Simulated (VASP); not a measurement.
# Pd in VASP: notebook

Runs on Pd. Level: LDA. Tasks: single point.

Everything below comes from runs of VASP 6.6.1. Logs are shortened: lines on timing, memory, paths and dates and some standing lists are left out, and cuts for length are marked.

## 1. The cell of the first run

Symmetry: I4/mmm, No. 139, tetragonal system. Conventional cell: a = 2.751 Å, b = 2.751 Å, c = 3.773 Å, α = 90.00°, β = 90.00°, γ = 90.00°. Pd (site symmetry 4/mmm) has 12 Pd at 2.71 to 2.75 Å within 3.6 Å.

## 2. Single point, LDA (zz strain of -3 %)

INCAR

```
ALGO = Normal
EDIFF = 1E-6
ENCUT = 520
ISIF = 2
ISMEAR = -1
LASPH = True
LCHARG = False
LREAL = False
LWAVE = False
NBANDS = 11
NELM = 60
PREC = Accurate
SIGMA = 0.05
```

KPOINTS

```
k-points
0
Gamma
  18 18 18
```

POSCAR

```
Pd
1.0
    0.0000000000      1.9449000000      1.8865530000
    1.9449000000      0.0000000000      1.8865530000
    1.9449000000      1.9449000000      0.0000000000
Pd
1
Direct
    0.0000000000      0.0000000000      0.0000000000
```

Potentials or basis: VASP PAW LDA potentials, release 64 (Pd).

On the command line:

```
$ cat potpaw_LDA.64/Pd/POTCAR > POTCAR
$ mpirun -np 1 vasp_std > vasp.out
```

OUTCAR:

```text
EDIFF = 1E-6
   ENCUT = 520
   ISIF = 2
   ISMEAR = -1
   LASPH = True
   LREAL = False
   NELM = 60
   PREC = Accurate

 ion  position               nearest neighbor table
   1  0.000  0.000  0.000-

  LATTYP: Found a body centered tetragonal cell.
 ALAT       =     2.7505039575
 C/A-ratio  =     1.3717871555

  Lattice vectors:

 A1 = (   0.0000000000,  -1.9449000000,  -1.8865530000)
 A2 = (   0.0000000000,   1.9449000000,  -1.8865530000)
 A3 = (   1.9449000000,   0.0000000000,   1.8865530000)

Analysis of symmetry for initial positions (statically):
=====================================================================
 Subroutine PRICEL returns:
 Original cell was already a primitive cell.

 Routine SETGRP: Setting up the symmetry group for a
 body centered tetragonal supercell.

 Subroutine GETGRP returns: Found 16 space group operations
 (whereof 16 operations were pure point group operations)
 out of a pool of 16 trial point group operations.

The static configuration has the point symmetry D_4h.

Analysis of symmetry for dynamics (positions and initial velocities):
=====================================================================
 Subroutine PRICEL returns:
 Original cell was already a primitive cell.

 Routine SETGRP: Setting up the symmetry group for a
 body centered tetragonal supercell.

 Subroutine GETGRP returns: Found 16 space group operations
 (whereof 16 operations were pure point group operations)
 out of a pool of 16 trial point group operations.

The dynamic configuration has the point symmetry D_4h.

 Subroutine INISYM returns: Found 16 space group operations
 (whereof 16 operations are pure point group operations),
 and found     1 'primitive' translations

----------------------------------------------------------------------------------------

                                     Primitive cell

  volume of cell :      14.2723

  direct lattice vectors                    reciprocal lattice vectors
     0.000000000  1.944900000  1.886553000    -0.257082626  0.257082626  0.265033635
     1.944900000  0.000000000  1.886553000     0.257082626 -0.257082626  0.265033635
     1.944900000  1.944900000  0.000000000     0.257082626  0.257082626 -0.265033635

  length of vectors
     2.709560524  2.709560524  2.750503957     0.449917527  0.449917527  0.449917527

  position of ions in fractional coordinates (direct lattice)
     0.000000000  0.000000000  0.000000000

  ion indices of the primitive-cell ions
   primitive index   ion index
                 1           1

----------------------------------------------------------------------------------------

 KPOINTS: k-points

Automatic generation of k-mesh.
 Grid dimensions read from file:
 generate k-points for:   18   18   18

 Generating k-lattice:

  Cartesian coordinates                     Fractional coordinates (reciprocal lattice)
    -0.014282368  0.014282368  0.014724091     0.055555556  0.000000000  0.000000000
     0.014282368 -0.014282368  0.014724091     0.000000000  0.055555556  0.000000000
     0.014282368  0.014282368 -0.014724091     0.000000000  0.000000000  0.055555556

  Length of vectors
     0.024995418  0.024995418  0.024995418

  Shift w.r.t. Gamma in fractional coordinates (k-lattice)
     0.000000000  0.000000000  0.000000000

 Subroutine IBZKPT returns following result:
 ===========================================

 Found    480 irreducible k-points:

 Following reciprocal coordinates:
            Coordinates               Weight
  0.000000  0.000000  0.000000      1.000000
  0.055556  0.000000  0.000000      8.000000
  0.111111  0.000000  0.000000      8.000000
  0.166667  0.000000  0.000000      8.000000
  0.222222  0.000000  0.000000      8.000000
  0.277778  0.000000  0.000000      8.000000
[... 16 lines left out ...]
 -0.277778  0.055556  0.000000      8.000000
 -0.222222  0.055556  0.000000      8.000000
 [... further k-points ...]
   k-points           NKPTS =    480   k-points in BZ     NKDIM =    480   number of bands    NBANDS=     11
   number of dos      NEDOS =    301   number of ions     NIONS =      1
   total plane-waves  NPLWV =   8000
   dimension x,y,z NGX =    20 NGY =   20 NGZ =   20
   dimension x,y,z NGXF=    40 NGYF=   40 NGZF=   40
   ions per type =               1
   NGX,Y,Z   is equivalent  to a cutoff of  12.27, 12.27, 12.09 a.u.
   NGXF,Y,Z  is equivalent  to a cutoff of  24.54, 24.54, 24.18 a.u.
 SYSTEM =  unknown system
   PREC   = accura    normal or accurate (medium, high low for compatibility)
   ISTART =      0    job   : 0-new  1-cont  2-samecut
   ICHARG =      2    charge: 1-file 2-atom 10-const
   ISPIN  =      1    spin polarized calculation?
   LNONCOLLINEAR =      F non collinear calculations
   LSORBIT =      F    spin-orbit coupling
   LASPH  =      T    aspherical Exc in radial PAW
   ENCUT  =  520.0 eV  38.22 Ry    6.18 a.u.   5.04  5.04  5.11*2*pi/ulx,y,z
   NELM   =     60;   NELMIN=  2; NELMDL= -5     # of ELM steps
   EDIFF  = 0.1E-05   stopping-criterion for ELM
   LREAL  =      F    real-space projection
   EDIFFG = 0.1E-04   stopping-criterion for IOM
   NSW    =      0    number of steps for IOM
   IBRION =     -1    ionic relax: 0-MD 1-quasi-New 2-CG
   NFREE  =      0    steps in history (QN), initial steepest desc. (CG)
   ISIF   =      2    stress and relaxation
   ISYM   =      2    0-nonsym 1-usesym 2-fastsym
   POTIM  = 0.5000    time-step for ionic-motion
   TEBEG  =    0.0;   TEEND  =   0.0 temperature during run
   PSTRESS=    0.0 pullay stress
   NELECT =      10.0000    total number of electrons
   NUPDOWN=      -1.0000    fix difference up-down
   EMIN   =  10.00;   EMAX   =-10.00  energy-range for DOS
   EFERMI =   0.00;   METHOD = LEGACY
   ISMEAR =    -1;   SIGMA  =   0.05  broadening in eV -4-tet -1-fermi 0-gaus
   EFERMI_NEDOS =   21; number of points for ismear=-14 and -15
   IALGO  =     38    algorithm
   IMIX   =      4    mixing-type and parameters
     AMIX     =   0.40;   BMIX     =  1.00
     AMIX_MAG =   1.60;   BMIX_MAG =  1.00
  volume/ion in A,a.u.               =      14.27        96.31
  Fermi-wavevector in a.u.,A,eV,Ry     =   1.454042  2.747741 28.765960  2.114238
  Thomas-Fermi vector in A             =   2.571239
   LORBIT       =      0    0 simple, 1 ext, 2 COOP (PROOUT), +10 PAW based schemes
   GGA     = CA    functional components
   LHFCALC =     F    Hartree Fock is set to
   AEXX    =    0.0000 exact exchange contribution
   IVDW    =     0    specifies the selected vdW correction
   LEPSILON=     F    determine dielectric tensor
   LRPA    =     F    only Hartree local field effects (RPA)
 non-spin polarized calculation
  energy-cutoff  :      520.00
  volume of cell :       14.27
 maximum number of plane-waves:       396
   NGX =  9   NGY =  9   NGZ = 11

 number of electron      10.0000003 magnetization

 Free energy of the ion-electron system (eV)
  ---------------------------------------------------
  ext. energy  EPLUGINS =         0.00000000
  ---------------------------------------------------
  free energy    TOTEN  =        -6.50473008 eV

  energy without entropy =       -6.48753583  energy(sigma->0) =       -6.49613296

 E-fermi :  10.1739     XC(G=0): -13.7190

 val. band max:       10.1723152186   @ k =   0.5000   0.0000   0.1667
 cond. band min:      10.1743519882   @ k =  -0.4444   0.0556   0.3333
 fundamental gap:      0.0020367696
 Fermi energy:        10.1739436943

 k-point     1 :       0.0000    0.0000    0.0000
  band No.  band energies     occupation
      1       2.6710      2.00000
      2       7.0472      2.00000
      3       7.0472      2.00000
      4       7.3442      2.00000
      5       8.7165      2.00000
      6       9.0305      2.00000
      7      27.3218      0.00000
      8      31.9596      0.00000
      9      31.9596      0.00000
     10      32.7379      0.00000
     11      35.8238      0.00000

 k-point     2 :       0.0556    0.0000    0.0000
  band No.  band energies     occupation
      1       2.7870      2.00000
      2       7.0315      2.00000
      3       7.0887      2.00000
      4       7.3578      2.00000
      5       8.7001      2.00000
      6       9.0057      2.00000
      7      27.4552      0.00000
      8      31.3974      0.00000
      9      32.1017      0.00000
     10      32.6916      0.00000
     11      35.8449      0.00000

 k-point     3 :       0.1111    0.0000    0.0000
  band No.  band energies     occupation
      1       3.1217      2.00000
      2       6.9621      2.00000
      3       7.1953      2.00000
      4       7.4287      2.00000
      5       8.6712      2.00000
      6       8.9486      2.00000
      7      27.7704      0.00000
      8      29.9325      0.00000
      9      32.5087      0.00000
     10      33.0214      0.00000
     11      35.8614      0.00000

 k-point     4 :       0.1667    0.0000    0.0000
  band No.  band energies     occupation
      1       3.6252      2.00000
      2       6.8798      2.00000
      3       7.3077      2.00000
      4       7.5390      2.00000
      5       8.6931      2.00000
      6       8.9133      2.00000
      7      27.5988      0.00000
      8      28.6910      0.00000
      9      33.1155      0.00000
     10      33.5912      0.00000
     11      35.8931      0.00000
[... 239 lines left out ...]
 k-point    22 :      -0.3333    0.0556    0.0000
  band No.  band energies     occupation
      1       4.7446      2.00000
      2       7.1904      2.00000
      3       7.3715      2.00000
      4       8.2974      2.00000
      5       9.4380      2.00000
      6      10.1385      1.34000
      7      21.2862      0.00000
      8      27.5749      0.00000
      9      31.6892      0.00000
     10      33.3213      0.00000
     11      35.8297      0.00000

 k-point    23 :      -0.2778    0.0556    0.0000
  band No.  band energies     occupation
      1       4.7029      2.00000
      2       7.3119      2.00000
      3       7.3780      2.00000
      4       7.5595      2.00000
      5       9.0262      2.00000
      6       9.6873      1.99988
      7      23.3361      0.00000
      8      28.1270      0.00000
      9      32.2895      0.00000
     10      34.9144      0.00000
     11      35.5221      0.00000

 k-point    24 :      -0.2222    0.0556    0.0000
  band No.  band energies     occupation
      1       4.4148      2.00000
      2       6.8897      2.00000
      3       7.4037      2.00000
      4       7.6190      2.00000
      5       8.6828      2.00000
      6       9.3459      2.00000
      7      25.3760      0.00000
      8      28.5505      0.00000
      9      32.7967      0.00000
     10      34.8516      0.00000
     11      35.1030      0.00000

 [... further k-points ...]

------------------------ aborting loop because EDIFF is reached ----------------------------------------

  FORCE on cell =-STRESS in cart. coord.  units (eV):
  Direction    XX          YY          ZZ          XY          YZ          ZX
  --------------------------------------------------------------------------------------
  -------------------------------------------------------------------------------------
  Total       -0.1971029     -0.1971029     -0.0370334      0.0000000      0.0000000      0.0000000
  in kB      -22.1263656    -22.1263656     -4.1572884      0.0000000      0.0000000      0.0000000
  external PRESSURE =     -16.1366732 kB  Pullay stress =       0.0000000 kB

 VOLUME and BASIS-vectors are now :
 -----------------------------------------------------------------------------
  energy-cutoff  :      520.00
  volume of cell :       14.27
      direct lattice vectors                 reciprocal lattice vectors
     0.000000000  1.944900000  1.886553000    -0.257082626  0.257082626  0.265033635
     1.944900000  0.000000000  1.886553000     0.257082626 -0.257082626  0.265033635
     1.944900000  1.944900000  0.000000000     0.257082626  0.257082626 -0.265033635

 POSITION                                       TOTAL-FORCE (eV/Angst)
 -----------------------------------------------------------------------------------
      0.00000      0.00000      0.00000         0.000000     -0.000000     -0.000000
 -----------------------------------------------------------------------------------
    total drift:                                0.000000      0.000000      0.000000

  FREE ENERGIE OF THE ION-ELECTRON SYSTEM (eV)
  ---------------------------------------------------
  free  energy   TOTEN  =        -6.5047300783 eV

  energy  without entropy=       -6.4875358327  energy(sigma->0) =       -6.49613296
```

It took 43 s on 1 thread of Intel Xeon Platinum 8488C (Sapphire Rapids), shared host; peak memory 0.18 GiB.

Results:

- Free energy: -6.5047 eV
- Pressure: -1.6 GPa
- Band gap on the k mesh: zero (band 5 reaches 10.58 eV, above the bottom of band 6 at 8.84 eV)

Levels at points of the mesh, in eV from the Fermi level:
```tsv
k point	band 1	band 2	band 3	band 4	band 5	band 6	band 7	band 8	band 9	band 10
(0.00, 0.00, 0.00)	-7.50	-3.13	-3.13	-2.83	-1.46	-1.14	17.15	21.79	21.79	22.56
(0.50, 0.00, 0.00)	-5.63	-3.22	-2.93	-0.09	0.05	0.87	7.52	16.49	20.92	21.59
(0.50, 0.50, 0.00)	-5.72	-5.43	-0.04	0.32	0.32	3.66	11.63	12.85	12.85	21.66
(0.50, 0.00, 0.50)	-5.72	-5.43	-0.04	0.20	0.40	3.04	10.78	13.34	13.54	22.19
```

Caveat: the cell differs from its parent crystal (zz strain of -3 %).

[end of part 1 of 2]
